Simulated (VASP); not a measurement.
# InP (Fm-3m) in VASP: notebook

Runs on InP. Level: PBEsol. Tasks: vibrations by perturbation theory.

Everything below comes from runs of VASP 6.6.1. Logs are shortened: lines on timing, memory, paths and dates and some standing lists are left out, and cuts for length are marked.

**1. The cell of the first run**

The structure is cubic, space group Fm-3m (No. 225). Conventional cell: a = 5.278 Å, b = 5.278 Å, c = 5.278 Å, α = 90.00°, β = 90.00°, γ = 90.00°. Within 3.5 Å of In (site symmetry m-3m) lie 6 P at 2.64 Å. P (site symmetry m-3m) has 6 In at 2.64 Å within 3.5 Å.

**2. Vibrations by perturbation theory, PBEsol**

The input, INCAR:

```
SYSTEM = InP
ALGO     = Normal         ! electronic algorithm
EDIFF    = 1E-8           ! SCF threshold, eV
ENCUT    = 520            ! plane-wave cutoff, eV
GGA      = PS             ! functional
IBRION   = 8              ! ionic algorithm
ISIF     = 2              ! what is computed and relaxed
ISMEAR   = -1             ! smearing method
LASPH    = .TRUE.         ! aspherical terms in the spheres
LCHARG   = .FALSE.        ! write CHGCAR
LREAL    = .FALSE.        ! projectors in reciprocal space
LWAVE    = .FALSE.        ! write WAVECAR
NELM     = 100            ! most SCF steps
NSW      = 1              ! ionic steps
PREC     = Accurate       ! precision mode
SIGMA    = 0.15           ! smearing width, eV
```

The input, KPOINTS:

```
k-points
0
G
  14 14 14
  0 0 0
```

The input, POSCAR:

```
InP
1.0
    0.0000000000      2.6392146710      2.6392146710
    2.6392146710      0.0000000000      2.6392146710
    2.6392146710      2.6392146710      0.0000000000
In P
1 1
Direct
    0.0000000000      0.0000000000      0.0000000000
    0.5000000000      0.5000000000      0.5000000000
```

Potentials or basis: VASP PAW PBE potentials, release 64 (In_d, P).

Command:

```console
> cat potpaw_PBE.64/In_d/POTCAR potpaw_PBE.64/P/POTCAR > POTCAR
> mpirun -np 1 vasp_std > vasp.out
```

OUTCAR:

```text
SYSTEM = InP
   EDIFF = 1E-8
   ENCUT = 520
   GGA = PS
   IBRION = 8
   ISIF = 2
   ISMEAR = -1
   LASPH = .TRUE.
   LREAL = .FALSE.
   NELM = 100
   NSW = 1
   PREC = Accurate

 ion  position               nearest neighbor table
   1  0.000  0.000  0.000-   2 2.64   2 2.64   2 2.64   2 2.64   2 2.64   2 2.64
   2  0.500  0.500  0.500-   1 2.64   1 2.64   1 2.64   1 2.64   1 2.64   1 2.64

  LATTYP: Found a face centered cubic cell.
 ALAT       =     5.2784293420

  Lattice vectors:

 A1 = (   0.0000000000,   2.6392146710,   2.6392146710)
 A2 = (   2.6392146710,   0.0000000000,   2.6392146710)
 A3 = (   2.6392146710,   2.6392146710,   0.0000000000)

Analysis of symmetry for initial positions (statically):
=====================================================================
 Subroutine PRICEL returns:
 Original cell was already a primitive cell.

 Routine SETGRP: Setting up the symmetry group for a
 face centered cubic supercell.

 Subroutine GETGRP returns: Found 48 space group operations
 (whereof 48 operations were pure point group operations)
 out of a pool of 48 trial point group operations.

The static configuration has the point symmetry O_h .

Analysis of symmetry for dynamics (positions and initial velocities):
=====================================================================
 Subroutine PRICEL returns:
 Original cell was already a primitive cell.

 Routine SETGRP: Setting up the symmetry group for a
 face centered cubic supercell.

 Subroutine GETGRP returns: Found 48 space group operations
 (whereof 48 operations were pure point group operations)
 out of a pool of 48 trial point group operations.

The dynamic configuration has the point symmetry O_h .

 Subroutine INISYM returns: Found 48 space group operations
 (whereof 48 operations are pure point group operations),
 and found     1 'primitive' translations

----------------------------------------------------------------------------------------

                                     Primitive cell

  volume of cell :      36.7667

  direct lattice vectors                    reciprocal lattice vectors
     0.000000000  2.639214671  2.639214671    -0.189450296  0.189450296  0.189450296
     2.639214671  0.000000000  2.639214671     0.189450296 -0.189450296  0.189450296
     2.639214671  2.639214671  0.000000000     0.189450296  0.189450296 -0.189450296

  length of vectors
     3.732413182  3.732413182  3.732413182     0.328137538  0.328137538  0.328137538

  position of ions in fractional coordinates (direct lattice)
     0.000000000  0.000000000  0.000000000
     0.500000000  0.500000000  0.500000000

  ion indices of the primitive-cell ions
   primitive index   ion index
                 1           1
                 2           2

----------------------------------------------------------------------------------------

 KPOINTS: k-points

Automatic generation of k-mesh.
 Grid dimensions read from file:
 generate k-points for:   14   14   14

 Generating k-lattice:

  Cartesian coordinates                     Fractional coordinates (reciprocal lattice)
    -0.013532164  0.013532164  0.013532164     0.071428571  0.000000000  0.000000000
     0.013532164 -0.013532164  0.013532164     0.000000000  0.071428571  0.000000000
     0.013532164  0.013532164 -0.013532164     0.000000000  0.000000000  0.071428571

[... 85 lines left out ...]
   LEPSILON=     F    determine dielectric tensor
   LRPA    =     F    only Hartree local field effects (RPA)
 non-spin polarized calculation
  energy-cutoff  :      520.00
  volume of cell :       36.77
 maximum number of plane-waves:      1006
   NGX = 13   NGY = 13   NGZ = 13

--------------------------------------- Ionic step        1  -------------------------------------------

 number of electron      17.9999992 magnetization

 Free energy of the ion-electron system (eV)
  ---------------------------------------------------
  ext. energy  EPLUGINS =         0.00000000
  ---------------------------------------------------
  free energy    TOTEN  =        -8.70419224 eV

  energy without entropy =       -8.64349623  energy(sigma->0) =       -8.67384423

 E-fermi :   8.8627     XC(G=0): -11.2261

 val. band max:        8.8491129016   @ k =   0.3571   0.0000   0.0000
 cond. band min:       8.8642211225   @ k =   0.5000   0.3571   0.0714
 fundamental gap:      0.0151082208
 Fermi energy:         8.8626610863

 k-point     1 :       0.0000    0.0000    0.0000
  band No.  band energies     occupation
      1      -5.5426      2.00000
      2      -5.5426      2.00000
      3      -5.5108      2.00000
      4      -5.5108      2.00000
      5      -5.5108      2.00000
      6      -4.3780      2.00000
      7       8.4295      1.89446
      8       8.4295      1.89446
      9       8.4295      1.89446
     10      10.5583      0.00002
     11      15.9192      0.00000
     12      15.9192      0.00000
     13      15.9192      0.00000
[... 354 lines left out ...]
  band No.  band energies     occupation
      1      -5.6888      2.00000
      2      -5.5477      2.00000
      3      -5.5359      2.00000
      4      -5.4502      2.00000
      5      -5.4242      2.00000
      6      -3.2320      2.00000
      7       4.8529      2.00000
      8       7.5854      1.99960
      9       8.0233      1.99260
     10      11.3858      0.00000
     11      13.6333      0.00000
     12      14.7330      0.00000
     13      15.5864      0.00000

 [... further k-points ...]

------------------------ aborting loop because EDIFF is reached ----------------------------------------

  FORCE on cell =-STRESS in cart. coord.  units (eV):
  Direction    XX          YY          ZZ          XY          YZ          ZX
  --------------------------------------------------------------------------------------
  -------------------------------------------------------------------------------------
  Total        2.5315676      2.5315676      2.5315676     -0.0000000     -0.0000000      0.0000000
  in kB      110.3178964    110.3178964    110.3178964     -0.0000000     -0.0000000      0.0000000
  external PRESSURE =     110.3178964 kB  Pullay stress =       0.0000000 kB

 VOLUME and BASIS-vectors are now :
 -----------------------------------------------------------------------------
  energy-cutoff  :      520.00
  volume of cell :       36.77
      direct lattice vectors                 reciprocal lattice vectors
     0.000000000  2.639214671  2.639214671    -0.189450296  0.189450296  0.189450296
     2.639214671  0.000000000  2.639214671     0.189450296 -0.189450296  0.189450296
     2.639214671  2.639214671  0.000000000     0.189450296  0.189450296 -0.189450296

 POSITION                                       TOTAL-FORCE (eV/Angst)
 -----------------------------------------------------------------------------------
      0.00000      0.00000      0.00000         0.000000      0.000000      0.000000
      2.63921      2.63921      2.63921        -0.000000     -0.000000     -0.000000
 -----------------------------------------------------------------------------------
    total drift:                               -0.000000      0.000000      0.000000

  FREE ENERGIE OF THE ION-ELECTRON SYSTEM (eV)
  ---------------------------------------------------
  free  energy   TOTEN  =        -8.7041922396 eV

  energy  without entropy=       -8.6434962258  energy(sigma->0) =       -8.67384423

[... ionic steps 2 to 3 ...]

--------------------------------------- Ionic step        4  -------------------------------------------

------------------------ aborting loop because EDIFF is reached ----------------------------------------

[... ionic steps 5 to 6 ...]

--------------------------------------- Ionic step        7  -------------------------------------------

 Free energy of the ion-electron system (eV)
  ---------------------------------------------------
  ---------------------------------------------------
  free energy    TOTEN  =        -0.04717246 eV

  energy without entropy =       -0.04717246

------------------------ aborting loop because EDIFF is reached ----------------------------------------

 INTERNAL STRAIN TENSOR  FOR ION    2  DIRECTION 1   (eV/Angst):
 -----------------------------------------------------------------------------
    -0.05853 -0.00000  0.00000
     0.00000  0.03605  0.00000
     0.00000  0.00000  0.03605

 INTERNAL STRAIN TENSOR FOR ION    2 for displacements in x,y,z  (eV/Angst):
          X           Y           Z          XY          YZ          ZX
  --------------------------------------------------------------------------------
  x     0.00000     0.00000     0.00000     0.00000     0.00000     0.00000
  y     0.00000     0.00000     0.00000     0.00000     0.00000     0.00000
  z     0.00000     0.00000     0.00000     0.00000     0.00000     0.00000

 SECOND DERIVATIVES (NOT SYMMETRIZED)
 ------------------------------------
               1X          1Y          1Z          2X          2Y          2Z
  1X    -4.683583    0.000000    0.000000    4.683583    0.000000    0.000000
  1Y     0.000000   -4.683583    0.000000    0.000000    4.683583    0.000000
  1Z     0.000000    0.000000   -4.683583    0.000000    0.000000    4.683583
  2X     4.708678    0.000000    0.000000   -4.708678    0.000000    0.000000
  2Y     0.000000    4.708678    0.000000    0.000000   -4.708678    0.000000
  2Z     0.000000    0.000000    4.708678    0.000000    0.000000   -4.708678

 Eigenvectors and eigenvalues of the dynamical matrix
 ----------------------------------------------------

   1 f  =    6.864626 THz    43.131719 2PiTHz  228.979283 cm-1    28.389800 meV
             X         Y         Z           dx          dy          dz
      0.000000  0.000000  0.000000    -0.459955    0.000000    0.000000
      2.639215  2.639215  2.639215     0.887942    0.000000    0.000000
[... 21 lines left out ...]
   6 f/i=    0.007491 THz     0.047067 2PiTHz    0.249871 cm-1     0.030980 meV
             X         Y         Z           dx          dy          dz
      0.000000  0.000000  0.000000     0.000000    0.000000    0.887942
      2.639215  2.639215  2.639215     0.000000    0.000000    0.459955

--------------------------------------------------------------------------------------------------------

 ELASTIC MODULI CONTR FROM IONIC RELAXATION (kBar)
 Direction    XX          YY          ZZ          XY          YZ          ZX
 --------------------------------------------------------------------------------
 XX           0.0000      0.0000      0.0000      0.0000      0.0000      0.0000
 YY           0.0000      0.0000      0.0000      0.0000      0.0000      0.0000
 ZZ           0.0000      0.0000      0.0000      0.0000      0.0000      0.0000
 XY           0.0000      0.0000      0.0000      0.0000      0.0000      0.0000
 YZ           0.0000      0.0000      0.0000      0.0000      0.0000      0.0000
 ZX           0.0000      0.0000      0.0000      0.0000      0.0000      0.0000
 --------------------------------------------------------------------------------
```

Wall time 4.7 min (1 thread of Intel Xeon Platinum 8488C (Sapphire Rapids), shared host); peak memory 0.38 GiB.

What came out:

* Highest phonon frequency at Γ, LO-TO splitting left out: 229 cm⁻¹

Phonon frequencies in cm⁻¹ (negative: imaginary):
| q point | frequencies |
| --- | --- |
| (0.000, 0.000, 0.000) | 0 0 0 229 229 229 |

Caveat: the cell wasn't relaxed at this level first, which shifts response properties; the PAW data sets were made with another functional, which shifts forces and pressure a little; spin-orbit coupling is left out, which moves the levels of the heavy elements.

**3. Vibrations by perturbation theory, PBEsol**

This run uses another cell than the first one, of 19.33 Å³/atom, 1.051 times its volume.

The input, INCAR:

```
SYSTEM = InP
PREC = Accurate
ENCUT = 520
EDIFF = 1E-8
ISMEAR = -1
SIGMA = 0.15
LREAL = .False.
LASPH = .True.
NELM = 60
ALGO = Normal
ISIF = 2
LWAVE = .False.
LCHARG = .False.
GGA = PS
NBANDS = 16
IBRION = 8
NSW = 1
```

The input, KPOINTS:

```
regular mesh
0
Gamma
  14 14 14
  0 0 0
```

The input, POSCAR:

```
InP
1.0
    0.0000000000      2.6836306170      2.6836306170
    2.6836306170      0.0000000000      2.6836306170
    2.6836306170      2.6836306170      0.0000000000
In P
1 1
Direct
    0.0000000000      0.0000000000      0.0000000000
    0.5000000000      0.5000000000      0.5000000000
```

Potentials or basis: VASP PAW PBE potentials, release 64 (In_d, P).

Command:

```console
> cat potpaw_PBE.64/In_d/POTCAR potpaw_PBE.64/P/POTCAR > POTCAR
> mpirun -np 1 vasp_std > vasp.out
```

OUTCAR:

```text
SYSTEM = InP
   PREC = Accurate
   ENCUT = 520
   EDIFF = 1E-8
   ISMEAR = -1
   LREAL = .False.
   LASPH = .True.
   NELM = 60
   ISIF = 2
   GGA = PS
   IBRION = 8
   NSW = 1

 ion  position               nearest neighbor table
   1  0.000  0.000  0.000-   2 2.68   2 2.68   2 2.68   2 2.68   2 2.68   2 2.68
   2  0.500  0.500  0.500-   1 2.68   1 2.68   1 2.68   1 2.68   1 2.68   1 2.68

  LATTYP: Found a face centered cubic cell.
 ALAT       =     5.3672612340

  Lattice vectors:

 A1 = (   0.0000000000,   2.6836306170,   2.6836306170)
 A2 = (   2.6836306170,   0.0000000000,   2.6836306170)
 A3 = (   2.6836306170,   2.6836306170,   0.0000000000)

Analysis of symmetry for initial positions (statically):
=====================================================================
 Subroutine PRICEL returns:
 Original cell was already a primitive cell.

 Routine SETGRP: Setting up the symmetry group for a
 face centered cubic supercell.

 Subroutine GETGRP returns: Found 48 space group operations
 (whereof 48 operations were pure point group operations)
 out of a pool of 48 trial point group operations.

The static configuration has the point symmetry O_h .

Analysis of symmetry for dynamics (positions and initial velocities):
=====================================================================
 Subroutine PRICEL returns:
 Original cell was already a primitive cell.

 Routine SETGRP: Setting up the symmetry group for a
 face centered cubic supercell.

 Subroutine GETGRP returns: Found 48 space group operations
 (whereof 48 operations were pure point group operations)
 out of a pool of 48 trial point group operations.

The dynamic configuration has the point symmetry O_h .
[... 637 lines left out ...]
    total drift:                               -0.000000      0.000000      0.000000

  FREE ENERGIE OF THE ION-ELECTRON SYSTEM (eV)
  ---------------------------------------------------
  free  energy   TOTEN  =        -8.7982338671 eV

  energy  without entropy=       -8.7342786975  energy(sigma->0) =       -8.76625628

[... ionic steps 2 to 3 ...]

--------------------------------------- Ionic step        4  -------------------------------------------

------------------------ aborting loop because EDIFF is reached ----------------------------------------

[... ionic steps 5 to 6 ...]

--------------------------------------- Ionic step        7  -------------------------------------------

 Free energy of the ion-electron system (eV)
  ---------------------------------------------------
  ---------------------------------------------------
  free energy    TOTEN  =        -0.04709571 eV

  energy without entropy =       -0.04709570

------------------------ aborting loop because EDIFF is reached ----------------------------------------

 INTERNAL STRAIN TENSOR  FOR ION    2  DIRECTION 1   (eV/Angst):
 -----------------------------------------------------------------------------
    -0.05435 -0.00000 -0.00000
     0.00000  0.03487  0.00000
     0.00000  0.00000  0.03487

 INTERNAL STRAIN TENSOR FOR ION    2 for displacements in x,y,z  (eV/Angst):
          X           Y           Z          XY          YZ          ZX
  --------------------------------------------------------------------------------
  x     0.00000     0.00000     0.00000     0.00000     0.00000     0.00000
  y     0.00000     0.00000     0.00000     0.00000     0.00000     0.00000
  z     0.00000     0.00000     0.00000     0.00000     0.00000     0.00000

 SECOND DERIVATIVES (NOT SYMMETRIZED)
 ------------------------------------
               1X          1Y          1Z          2X          2Y          2Z
  1X    -3.626873    0.000000    0.000000    3.626873    0.000000    0.000000
  1Y     0.000000   -3.626873    0.000000    0.000000    3.626873    0.000000
  1Z     0.000000    0.000000   -3.626873    0.000000    0.000000    3.626873
  2X     3.606893    0.000000    0.000000   -3.606893    0.000000    0.000000
  2Y     0.000000    3.606893    0.000000    0.000000   -3.606893    0.000000
  2Z     0.000000    0.000000    3.606893    0.000000    0.000000   -3.606893

 Eigenvectors and eigenvalues of the dynamical matrix
 ----------------------------------------------------

   1 f  =    6.014997 THz    37.793341 2PiTHz  200.638707 cm-1    24.876018 meV
             X         Y         Z           dx          dy          dz
      0.000000  0.000000  0.000000     0.461927   -0.000000   -0.000000
      2.683631  2.683631  2.683631    -0.886918   -0.000000   -0.000000
[... 21 lines left out ...]
   6 f/i=    0.006806 THz     0.042766 2PiTHz    0.227039 cm-1     0.028149 meV
             X         Y         Z           dx          dy          dz
      0.000000  0.000000  0.000000    -0.001862   -0.007897   -0.886881
      2.683631  2.683631  2.683631    -0.000970   -0.004113   -0.461908

--------------------------------------------------------------------------------------------------------

 ELASTIC MODULI CONTR FROM IONIC RELAXATION (kBar)
 Direction    XX          YY          ZZ          XY          YZ          ZX
 --------------------------------------------------------------------------------
 XX           0.0000      0.0000      0.0000      0.0000      0.0000      0.0000
 YY           0.0000      0.0000      0.0000      0.0000      0.0000      0.0000
 ZZ           0.0000      0.0000      0.0000      0.0000      0.0000      0.0000
 XY           0.0000      0.0000      0.0000      0.0000      0.0000      0.0000
 YZ           0.0000      0.0000      0.0000      0.0000      0.0000      0.0000
 ZX           0.0000      0.0000      0.0000      0.0000      0.0000      0.0000
 --------------------------------------------------------------------------------
```

OSZICAR:

```text
N       E                     dE             d eps       ncg     rms          rms(c)
DAV:   1     0.107188567032E+03    0.10719E+03   -0.85036E+03  3392   0.137E+03
DAV:   2    -0.276387891652E+01   -0.10995E+03   -0.10529E+03  3696   0.313E+02
[... 43 lines left out ...]
RMM:   7    -0.470953275046E-01   -0.72847E-06   -0.19848E-07 14813   0.301E-03    0.239E-03
RMM:   8    -0.470957377332E-01   -0.41023E-06    0.73399E-09 15650   0.110E-03    0.125E-03
RMM:   9    -0.470954315560E-01    0.30618E-06    0.28184E-07 15673   0.480E-04    0.674E-04
RMM:  10    -0.470956674093E-01   -0.23585E-06    0.26752E-08 15096   0.183E-04    0.217E-05
RMM:  11    -0.470957415786E-01   -0.74169E-07    0.24799E-09 16210   0.887E-05    0.668E-05
RMM:  12    -0.470957033388E-01    0.38240E-07    0.12103E-08 15973   0.452E-05    0.101E-05
RMM:  13    -0.470957073749E-01   -0.40361E-08   -0.35183E-08 15949   0.303E-05    0.111E-06
 Linear response finished
```

It took 5.3 min on 1 thread of Intel Xeon Platinum 8488C (Sapphire Rapids), shared host; peak memory 0.43 GiB.

What came out:

| Item | Value |
| --- | --- |
| Highest phonon frequency at Γ, LO-TO splitting left out | 201 cm⁻¹ |

Phonon frequencies in cm⁻¹ (negative: imaginary):
| q point | frequencies |
| --- | --- |
| (0.000, 0.000, 0.000) | 0 0 0 201 201 201 |

Caveat: the cell wasn't relaxed at this level first, which shifts response properties; the PAW data sets were made with another functional, which shifts forces and pressure a little; spin-orbit coupling is left out, which moves the levels of the heavy elements.

[end of part 1 of 2]
